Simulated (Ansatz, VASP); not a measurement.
## SrTiO3 in VASP and in Ansatz

File INCAR:

```
PREC = Accurate ; ENCUT = 600
EDIFF = 1E-6 ; ISMEAR = 0
SIGMA = 0.1 ; LREAL = False
LASPH = True ; NELM = 120
ALGO = Normal ; ISIF = 2
LWAVE = False ; LCHARG = False
GGA = PE ; NBANDS = 28
GGA_COMPAT = False
```

Contents of KPOINTS:

```
regular mesh
0
Gamma
  4 4 4
```

POSCAR

```
SrTiO3
1.0
    3.9127013100      0.0000000000      0.0000000000
    0.0000000000      3.9127013100      0.0000000000
    0.0000000000      0.0000000000      3.9127013100
Sr Ti O
1 1 3
Direct
    0.5430000000      0.5160000000      0.0720000000
    1.0430000000      1.0160000000      0.5720000000
    1.0430000000      0.5160000000      0.5720000000
    1.0430000000      1.0160000000      0.0720000000
    0.5430000000      1.0160000000      0.5720000000
```

Input for Ansatz:

```yaml
crystal:
  lattice:
    - [3.91270131, 0.0, 0.0]
    - [0.0, 3.91270131, 0.0]
    - [0.0, 0.0, 3.91270131]
  atoms:
    - { symbol: Sr, position: [0.543, 0.516, 0.072] }
    - { symbol: Ti, position: [1.043, 1.016, 0.572] }
    - { symbol: O, position: [1.043, 0.516, 0.572] }
    - { symbol: O, position: [1.043, 1.016, 0.072] }
    - { symbol: O, position: [0.543, 1.016, 0.572] }
basis:
  ecutwfc: 420
kpoints:
  mp_grid: { grid: [4, 4, 4] }
hamiltonian:
  xc: pbe
scf:
  occupations: { method: gaussian, width: 0.1 }
  lower_state_search: "off"
output:
  forces: true
  stress: true
  eigenvalues: true
```

Alike in both runs: task single point; functional PBE; k mesh 4 × 4 × 4; occupations gaussian, width 0.1 eV; no spin polarisation.

|  | VASP | Ansatz |
| --- | --- | --- |
| version | VASP 6.6.1 | Ansatz 0.2.0 |
| potentials or method | VASP PAW PBE potentials, release 64 (Sr_sv, Ti_sv, O), cutoff 600 eV | scalar-relativistic, plane waves, PAW |
| valence electrons in the cell | 40 | 40 |

|  | VASP | Ansatz | Ansatz less VASP |
| --- | --- | --- | --- |
| gap on the k mesh at the Fermi level (eV) | 1.83 | 1.86 | +0.030 |
| least direct gap on the mesh (eV) | 2.19 | 2.21 | +0.020 |
| pressure (GPa) | 3.7 | 3.3 | -0.47 |

The functional is the same, so the differences come from potentials, cutoffs and numerics.
